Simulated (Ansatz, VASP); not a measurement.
**Two plane-wave programs on SnTe**

```
CELL_PARAMETERS angstrom
-3.82589 3.82589 3.82589
3.82589 -3.82589 3.82589
3.82589 3.82589 -3.82589
ATOMIC_POSITIONS crystal
Sn 0.01307 0.51307 0.50000
Sn 0.50000 0.00000 0.50000
Sn 0.50000 0.50000 0.00000
Sn 0.00000 0.00000 0.00000
Te 0.50000 0.50000 0.50000
Te 0.00000 0.00000 0.50000
Te 0.00000 0.50000 0.00000
Te 0.50000 0.00000 0.00000
```

Alike in both runs: task single point; functional PBE; dispersion D3(BJ); k mesh 12 × 12 × 12; occupations gaussian, width 0.15 eV; no spin polarisation.

|  | VASP | Ansatz |
| --- | --- | --- |
| version | VASP 6.6.1 | Ansatz 0.2.0 |
| potentials or method | VASP PAW PBE potentials, release 64 (Sn_d, Te), cutoff 520 eV | scalar-relativistic, plane waves, PAW |
| valence electrons in the cell | 80 | 120 |

```tsv
	VASP	Ansatz	Ansatz less VASP
gap on the k mesh at the Fermi level (eV)	none	none	-
pressure (GPa)	-0.2	-0.2	+0.04
rms of the force components (eV/Å)	0.016	0.016	-0.0004
```

Atom by atom the forces differ by 0.001 eV/Å (rms over components). A gap of «none» marks a metal or a gap that the smearing closes. VASP's potentials hold 80 valence electrons a cell and Ansatz's 120, so a difference there can come from the potentials and not from the codes.

Neither program's run includes spin-orbit coupling.
